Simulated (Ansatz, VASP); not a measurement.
MgCd2SO2 in VASP and in Ansatz

INCAR

```
  ALGO = Normal
  EDIFF = 1E-6
  EDIFFG = -0.01
  ENCUT = 600
  GGA = PE
  IBRION = 2
  ISIF = 3
  ISMEAR = 0
  LASPH = True
  LCHARG = False
  LREAL = False
  LWAVE = False
  NELM = 80
  NSW = 100
  PREC = Accurate
  SIGMA = 0.1
```

KPOINTS

```
k-points
0
Gamma
  10 10 6
```

File POSCAR:

```
MgCd2SO2
1.0
    4.1131764967      0.0000000000      0.0000000000
    0.0000000000      4.1131764967      0.0000000000
    0.0000000000      0.0000000000      6.8460921895
Mg Cd S O
1 2 1 2
Direct
    0.5000000000      0.5000000000      0.9814367637
    0.5000000000      0.0000000000      0.2811509460
    0.0000000000      0.5000000000      0.2811509460
    0.5000000000      0.5000000000      0.6330294876
    0.5000000000      0.0000000000      0.5998005333
    0.0000000000      0.5000000000      0.5998005333
```

Input for Ansatz:

```yaml
crystal:
  lattice:
    - [4.1131764967, 0.0, 0.0]
    - [0.0, 4.1131764967, 0.0]
    - [0.0, 0.0, 6.8460921895]
  atoms:
    - { symbol: Mg, position: [0.5, 0.5, 0.9814367637] }
    - { symbol: Cd, position: [0.5, 0.0, 0.281150946] }
    - { symbol: Cd, position: [0.0, 0.5, 0.281150946] }
    - { symbol: S, position: [0.5, 0.5, 0.6330294876] }
    - { symbol: O, position: [0.5, 0.0, 0.5998005333] }
    - { symbol: O, position: [0.0, 0.5, 0.5998005333] }
basis:
  ecutwfc: 420
kpoints:
  mp_grid: { grid: [10, 10, 6] }
hamiltonian:
  xc: pbe
scf:
  occupations: { method: gaussian, width: 0.1 }
output:
  forces: true
  stress: true
  eigenvalues: true
  write_density: true
  write_potential: true
  elf: true
  volumetric_format: npy
relax:
  adjacent_minimum: "off"
  f_tol: 0.01
  max_steps: 80
  cell: { stress_tol: 0.05 }
```

Alike in both runs: task relaxation of cell and atoms; functional PBE; k mesh 10 × 10 × 6; occupations gaussian, width 0.1 eV; no spin polarisation.

```csv
,VASP,Ansatz
version,VASP 6.6.1,Ansatz 0.2.0
potentials or method,"VASP PAW PBE potentials, release 64 (Mg, Cd, S, O), cutoff 600 eV","scalar-relativistic, plane waves, PAW"
valence electrons in the cell,44,68
```

|  | VASP | Ansatz | Ansatz less VASP |
| --- | --- | --- | --- |
| gap on the k mesh at the Fermi level, each at its own relaxed structure (eV) | none | none | - |
| relaxed volume (Å³/atom) | 19.17 | 19.19 | +0.023 |
| relaxed length of the cell vector where the two differ most in proportion (Å) | 4.094 | 4.097 | +0.0030 |

A gap of «none» marks a metal or a gap that the smearing closes. VASP's potentials hold 44 valence electrons a cell and Ansatz's 68, so a difference there can come from the potentials and not from the codes.
